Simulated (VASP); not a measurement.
# Fe (Fmmm) in VASP: a series of runs

Fe is run at these levels: PBE; tasks: single point.

All numbers are computed with VASP 6.6.1; they aren't measurements. Logs are shortened: lines on timing, memory, paths and dates and some standing lists are left out, and cuts for length are marked.

**1. The cell of the first run**

It takes space group Fmmm (No. 69, orthorhombic). The conventional cell has a = 2.997 Å, b = 3.883 Å, c = 3.930 Å, α = 90.00°, β = 90.00°, γ = 90.00°. Within 3.2 Å of Fe (site symmetry mmm) lie 14 Fe at 2.45 to 3.00 Å.

**2. Single point, PBE, collinear spin, ferromagnetic start**

INCAR

```
ALGO     = Normal         # electronic algorithm
EDIFF    = 1E-6           # SCF threshold, eV
ENCUT    = 520            # plane-wave cutoff, eV
GGA      = PE             # functional
ISIF     = 2              # what is computed and relaxed
ISMEAR   = -1             # smearing method
ISPIN    = 2              # spin polarisation
LASPH    = T              # aspherical terms in the spheres
LCHARG   = T              # write CHGCAR
LELF     = T              # ELF
LMAXMIX  = 4              # l up to which the mixer works
LORBIT   = 11             # projections on sites
LREAL    = F              # projectors in reciprocal space
LVHAR    = T            
LWAVE    = F              # write WAVECAR
MAGMOM   = 3 3            # initial moments
NBANDS   = 19             # bands
NELM     = 150            # most SCF steps
PREC     = Accurate       # precision mode
SIGMA    = 0.1            # smearing width, eV
```

KPOINTS

```
k-points
0
Gamma
  9 9 9
```

POSCAR

```
Fe
1.0
    0.0000000000     -1.9417396906      1.9651051623
    0.0000000000      1.9417396906      1.9651051623
   -2.9968794198      0.0000000000      0.0000000000
Fe
2
Direct
    0.0000000000      0.0000000000      0.0000000000
    0.5000000000      0.5000000000      0.5000000000
```

Potentials or basis: VASP PAW PBE potentials, release 64 (Fe).

Command:

```console
$ cat potpaw_PBE.64/Fe/POTCAR > POTCAR
$ mpirun -np 1 vasp_std > vasp.out
```

OUTCAR:

```text
EDIFF = 1E-6
   ENCUT = 520
   GGA = PE
   ISIF = 2
   ISMEAR = -1
   ISPIN = 2
   LASPH = T
   LORBIT = 11
   LREAL = F
   NELM = 150
   PREC = Accurate

 ion  position               nearest neighbor table
   1  0.000  0.000  0.000-   2 2.45   2 2.45   2 2.45   2 2.45   2 2.47   2 2.47   2 2.47   2 2.47

   2  0.500  0.500  0.500-   1 2.45   1 2.45   1 2.45   1 2.45   1 2.47   1 2.47   1 2.47   1 2.47

  LATTYP: Found a base centered orthorhombic cell.
 ALAT       =     3.8834793812
 B/A-ratio  =     1.0120332668
 C/A-ratio  =     0.7716995832

  Lattice vectors:

 A1 = (   0.0000000000,  -1.9417396906,  -1.9651051623)
 A2 = (   0.0000000000,  -1.9417396906,   1.9651051623)
 A3 = (  -2.9968794198,   0.0000000000,   0.0000000000)

Analysis of symmetry for initial positions (statically):
=====================================================================
 Subroutine PRICEL returns following result:

  LATTYP: Found a face centered orthorhombic cell.
 ALAT       =     2.9968794198
 B/A-ratio  =     1.2958410524
 C/A-ratio  =     1.3114342535

  Lattice vectors:

 A1 = (   0.0000000000,  -1.9417396906,   1.9651051623)
 A2 = (  -1.4984397099,   0.0000000000,   1.9651051623)
 A3 = (  -1.4984397099,  -1.9417396906,   0.0000000000)

   2 primitive cells build up your supercell.

 Routine SETGRP: Setting up the symmetry group for a
 base centered orthorhombic supercell.

 Subroutine GETGRP returns: Found  8 space group operations
 (whereof  8 operations were pure point group operations)
 out of a pool of  8 trial point group operations.

The static configuration has the point symmetry D_2h.

Analysis of symmetry for dynamics (positions and initial velocities):
=====================================================================
 Subroutine PRICEL returns following result:

  LATTYP: Found a face centered orthorhombic cell.
 ALAT       =     2.9968794198
 B/A-ratio  =     1.2958410524
 C/A-ratio  =     1.3114342535

  Lattice vectors:

 A1 = (   0.0000000000,  -1.9417396906,   1.9651051623)
 A2 = (  -1.4984397099,   0.0000000000,   1.9651051623)
 A3 = (  -1.4984397099,  -1.9417396906,   0.0000000000)

   2 primitive cells build up your supercell.

 Routine SETGRP: Setting up the symmetry group for a
 base centered orthorhombic supercell.

 Subroutine GETGRP returns: Found  8 space group operations
 (whereof  8 operations were pure point group operations)
 out of a pool of  8 trial point group operations.

The dynamic configuration has the point symmetry D_2h.

Analysis of structural, dynamic, and magnetic symmetry:
=====================================================================
 Subroutine PRICEL returns following result:

  LATTYP: Found a face centered orthorhombic cell.
 ALAT       =     2.9968794198
 B/A-ratio  =     1.2958410524
 C/A-ratio  =     1.3114342535

  Lattice vectors:

 A1 = (   0.0000000000,  -1.9417396906,   1.9651051623)
 A2 = (  -1.4984397099,   0.0000000000,   1.9651051623)
 A3 = (  -1.4984397099,  -1.9417396906,   0.0000000000)

   2 primitive cells build up your supercell.

 Routine SETGRP: Setting up the symmetry group for a
 base centered orthorhombic supercell.

 Subroutine GETGRP returns: Found  8 space group operations
 (whereof  8 operations were pure point group operations)
 out of a pool of  8 trial point group operations.

The overall configuration has the point symmetry D_2h.

 Subroutine INISYM returns: Found  8 space group operations
 (whereof  8 operations are pure point group operations),
 and found     2 'primitive' translations

----------------------------------------------------------------------------------------

                                     Primitive cell

  volume of cell :      11.4353

  direct lattice vectors                    reciprocal lattice vectors
     0.000000000 -1.941739691  1.965105162     0.333680426 -0.257501045  0.254439309
    -1.498439710  0.000000000  1.965105162    -0.333680426  0.257501045  0.254439309
    -1.498439710 -1.941739691  0.000000000    -0.333680426 -0.257501045 -0.254439309

  length of vectors
     2.762605894  2.471226388  2.452687218     0.492329947  0.492329947  0.492329947

  position of ions in fractional coordinates (direct lattice)
     0.000000000  0.000000000  0.000000000

  ion indices of the primitive-cell ions
   primitive index   ion index
                 1           1

----------------------------------------------------------------------------------------

 KPOINTS: k-points

Automatic generation of k-mesh.
 Grid dimensions read from file:
 generate k-points for:    9    9    9

 Generating k-lattice:

  Cartesian coordinates                     Fractional coordinates (reciprocal lattice)
     0.000000000 -0.028611227  0.028271034     0.111111111  0.000000000  0.000000000
     0.000000000  0.028611227  0.028271034     0.000000000  0.111111111  0.000000000
    -0.037075603  0.000000000  0.000000000     0.000000000  0.000000000  0.111111111

  Length of vectors
     0.040222552  0.040222552  0.037075603

  Shift w.r.t. Gamma in fractional coordinates (k-lattice)
     0.000000000  0.000000000  0.000000000

 Subroutine IBZKPT returns following result:
 ===========================================

 Found    125 irreducible k-points:

 Following reciprocal coordinates:
            Coordinates               Weight
  0.000000  0.000000  0.000000      1.000000
  0.111111  0.000000  0.000000      4.000000
  0.222222  0.000000  0.000000      4.000000
  0.333333  0.000000  0.000000      4.000000
  0.444444  0.000000  0.000000      4.000000
  0.111111  0.111111  0.000000      2.000000
[... 16 lines left out ...]
 -0.333333  0.333333  0.000000      2.000000
  0.444444  0.444444  0.000000      2.000000
 [... further k-points ...]
   k-points           NKPTS =    125   k-points in BZ     NKDIM =    125   number of bands    NBANDS=     19
   number of dos      NEDOS =    301   number of ions     NIONS =      2
   total plane-waves  NPLWV =  13824
   dimension x,y,z NGX =    24 NGY =   24 NGZ =   24
   dimension x,y,z NGXF=    48 NGYF=   48 NGZF=   48
   ions per type =               2
   NGX,Y,Z   is equivalent  to a cutoff of  14.44, 14.44, 13.31 a.u.
   NGXF,Y,Z  is equivalent  to a cutoff of  28.89, 28.89, 26.63 a.u.
 SYSTEM =  unknown system
   PREC   = accura    normal or accurate (medium, high low for compatibility)
   ISTART =      0    job   : 0-new  1-cont  2-samecut
   ICHARG =      2    charge: 1-file 2-atom 10-const
   ISPIN  =      2    spin polarized calculation?
   LNONCOLLINEAR =      F non collinear calculations
   LSORBIT =      F    spin-orbit coupling
   LASPH  =      T    aspherical Exc in radial PAW
   ENCUT  =  520.0 eV  38.22 Ry    6.18 a.u.   5.14  5.14  5.57*2*pi/ulx,y,z
   NELM   =    150;   NELMIN=  2; NELMDL= -5     # of ELM steps
   EDIFF  = 0.1E-05   stopping-criterion for ELM
   LREAL  =      F    real-space projection
   EDIFFG = 0.1E-04   stopping-criterion for IOM
   NSW    =      0    number of steps for IOM
   IBRION =     -1    ionic relax: 0-MD 1-quasi-New 2-CG
   NFREE  =      0    steps in history (QN), initial steepest desc. (CG)
   ISIF   =      2    stress and relaxation
   ISYM   =      2    0-nonsym 1-usesym 2-fastsym
   POTIM  = 0.5000    time-step for ionic-motion
   TEBEG  =    0.0;   TEEND  =   0.0 temperature during run
   PSTRESS=    0.0 pullay stress
   NELECT =      16.0000    total number of electrons
   NUPDOWN=      -1.0000    fix difference up-down
   EMIN   =  10.00;   EMAX   =-10.00  energy-range for DOS
   EFERMI =   0.00;   METHOD = LEGACY
   ISMEAR =    -1;   SIGMA  =   0.10  broadening in eV -4-tet -1-fermi 0-gaus
   EFERMI_NEDOS =   21; number of points for ismear=-14 and -15
   IALGO  =     38    algorithm
   IMIX   =      4    mixing-type and parameters
     AMIX     =   0.40;   BMIX     =  1.00
     AMIX_MAG =   1.60;   BMIX_MAG =  1.00
  volume/ion in A,a.u.               =      11.44        77.17
  Fermi-wavevector in a.u.,A,eV,Ry     =   1.453303  2.746344 28.736719  2.112089
  Thomas-Fermi vector in A             =   2.570585
   LORBIT       =     11    0 simple, 1 ext, 2 COOP (PROOUT), +10 PAW based schemes
   GGA     = PE    functional components
   LHFCALC =     F    Hartree Fock is set to
   AEXX    =    0.0000 exact exchange contribution
   IVDW    =     0    specifies the selected vdW correction
   LEPSILON=     F    determine dielectric tensor
   LRPA    =     F    only Hartree local field effects (RPA)
 spin polarized calculation
  energy-cutoff  :      520.00
  volume of cell :       22.87
 maximum number of plane-waves:       628
 NGX is ok and might be reduce to    24
   NGX = 11   NGY = 11   NGZ = 11

 number of electron      15.9999998 magnetization       4.4214618

 Free energy of the ion-electron system (eV)
  ---------------------------------------------------
  ext. energy  EPLUGINS =         0.00000000
  ---------------------------------------------------
  free energy    TOTEN  =       -16.47937902 eV

  energy without entropy =      -16.41324630  energy(sigma->0) =      -16.44631266

 E-fermi :   5.7797     XC(G=0): -13.0789

 val. band max:        5.7783779650   @ k =   0.1111   0.0000   0.0000
 cond. band min:       5.7819944254   @ k =   0.4444   0.3333   0.0000
 fundamental gap:      0.0036164604
 Fermi energy:         5.7796605714

 spin component 1

 k-point     1 :       0.0000    0.0000    0.0000
  band No.  band energies     occupation
      1      -2.6433      1.00000
      2       0.8553      1.00000
      3       1.0493      1.00000
      4       3.3240      1.00000
      5       3.4124      1.00000
      6       3.7399      1.00000
[... 11 lines left out ...]
     18      29.6311      0.00000
     19      31.1061      0.00000

 k-point     2 :       0.1111    0.0000    0.0000
  band No.  band energies     occupation
      1      -2.3752      1.00000
      2       0.9795      1.00000
      3       1.1616      1.00000
      4       3.3350      1.00000
      5       3.4586      1.00000
      6       3.7219      1.00000
[... 476 lines left out ...]
 k-point    24 :       0.4444    0.4444    0.0000
  band No.  band energies     occupation
      1       0.8442      1.00000
      2       0.9089      1.00000
      3       2.0886      1.00000
      4       2.1532      1.00000
      5       4.5956      0.99999
      6       4.9110      0.99983
[... 11 lines left out ...]
     18      24.6038      0.00000
     19      28.1820      0.00000

 [... further k-points ...]

 spin component 2

 k-point     1 :       0.0000    0.0000    0.0000
  band No.  band energies     occupation
      1      -2.4650      1.00000
      2       2.6860      1.00000
      3       2.8760      1.00000
      4       5.1648      0.99787
      5       5.3091      0.99104
      6       5.8080      0.42969
[... 11 lines left out ...]
     18      29.3583      0.00000
     19      30.9050      0.00000

 k-point     2 :       0.1111    0.0000    0.0000
  band No.  band energies     occupation
      1      -2.1955      1.00000
      2       2.8235      1.00000
      3       2.9769      1.00000
      4       5.1737      0.99767
      5       5.3518      0.98632
      6       5.7784      0.50321
[... 476 lines left out ...]
 k-point    24 :       0.4444    0.4444    0.0000
  band No.  band energies     occupation
      1       2.1233      1.00000
      2       2.3003      1.00000
      3       3.7044      1.00000
      4       3.8069      1.00000
      5       6.3794      0.00248
      6       6.4144      0.00175
[... 11 lines left out ...]
     18      25.1875      0.00000
     19      28.6892      0.00000

 [... further k-points ...]

------------------------ aborting loop because EDIFF is reached ----------------------------------------

  FORCE on cell =-STRESS in cart. coord.  units (eV):
  Direction    XX          YY          ZZ          XY          YZ          ZX
  --------------------------------------------------------------------------------------
  -------------------------------------------------------------------------------------
  Total       -0.8701036      0.4550847      0.1692093      0.0000000      0.0000000      0.0000000
  in kB      -60.9544598     31.8806166     11.8538299      0.0000000      0.0000000      0.0000000
  external PRESSURE =      -5.7400044 kB  Pullay stress =       0.0000000 kB

 VOLUME and BASIS-vectors are now :
 -----------------------------------------------------------------------------
  energy-cutoff  :      520.00
  volume of cell :       22.87
      direct lattice vectors                 reciprocal lattice vectors
     0.000000000 -1.941739691  1.965105162     0.000000000 -0.257501045  0.254439309
     0.000000000  1.941739691  1.965105162     0.000000000  0.257501045  0.254439309
    -2.996879420  0.000000000  0.000000000    -0.333680426  0.000000000  0.000000000

 POSITION                                       TOTAL-FORCE (eV/Angst)
 -----------------------------------------------------------------------------------
      0.00000      0.00000      0.00000        -0.000000      0.000000     -0.000000
     -1.49844      0.00000      1.96511         0.000000     -0.000000      0.000000
 -----------------------------------------------------------------------------------
    total drift:                                0.000000      0.000000      0.000000

  FREE ENERGIE OF THE ION-ELECTRON SYSTEM (eV)
  ---------------------------------------------------
  free  energy   TOTEN  =       -16.4793790167 eV

  energy  without entropy=      -16.4132462966  energy(sigma->0) =      -16.44631266

 total charge

# of ion       s       p       d       tot
------------------------------------------
    1        0.486   0.536   6.234   7.255
    2        0.486   0.536   6.234   7.255
--------------------------------------------------
tot          0.971   1.071  12.468  14.511

 magnetization (x)

# of ion       s       p       d       tot
------------------------------------------
    1       -0.013  -0.052   2.272   2.207
    2       -0.013  -0.052   2.272   2.207
--------------------------------------------------
tot         -0.026  -0.104   4.544   4.414
```

It took 2.3 min on 1 thread of Intel Xeon 8259CL, shared host; peak memory 0.2 GiB.

Results:

```
Free energy                                           : -16.4794 eV
Pressure                                              : -0.6 GPa
Net moment                                            : 4.42 μB per cell
Site moments                                          : Fe +2.21 μB
Valence electrons inside the program's atomic spheres : Fe 7.25
```

**3. Single point, PBE, non-collinear spin, typed start**

INCAR

```
SYSTEM = Fe
ALGO = Normal
EDIFF = 1E-6
ENCUT = 520
GGA = PE
ISIF = 2
ISMEAR = -1
LASPH = .TRUE.
LCHARG = .FALSE.
LMAXMIX = 4
LNONCOLLINEAR = .TRUE.
LORBIT = 11
LREAL = .FALSE.
LWAVE = .FALSE.
MAGMOM = 0 0 2.2 0 0 2.2
NBANDS = 28
NELM = 150
PREC = Accurate
SIGMA = 0.1
```

KPOINTS

```
k-points
0
G
  9 9 9
  0 0 0
```

POSCAR is that of step 2.

Potentials or basis: VASP PAW PBE potentials, release 64 (Fe).

Command:

```console
$ cat potpaw_PBE.64/Fe/POTCAR > POTCAR
$ mpirun -np 1 vasp_ncl > vasp.out
```

Wall time 33 min (1 thread of Intel Xeon 8259CL, shared host); peak memory 0.34 GiB.

The run converged. Its results:

```yaml
Free_energy: -16.4799 eV
Pressure: -0.6 GPa
Band_gap_on_the_k_mesh: zero (bands 16 and 17 overlap by 0.96 eV)
Net_moment: 4.42 μB per cell
Valence_electrons_inside_the_program's_atomic_spheres: Fe 7.25
```

Stress tensor (GPa, compression positive):
```
-6.09 -0.01  0.00
-0.01  3.09  0.00
 0.00  0.00  1.08
```

Levels at points of the mesh, in eV from the Fermi level:
```tsv
k point	band 14	band 15	band 16	band 17	band 18	band 19
(0.00, 0.00, 0.00)	-0.05	0.03	0.09	0.20	1.29	1.90
```

Moments on the atoms (μB; x, y, z):
```
Fe  0.00 0.00 2.21
Fe  0.00 0.00 2.21
```
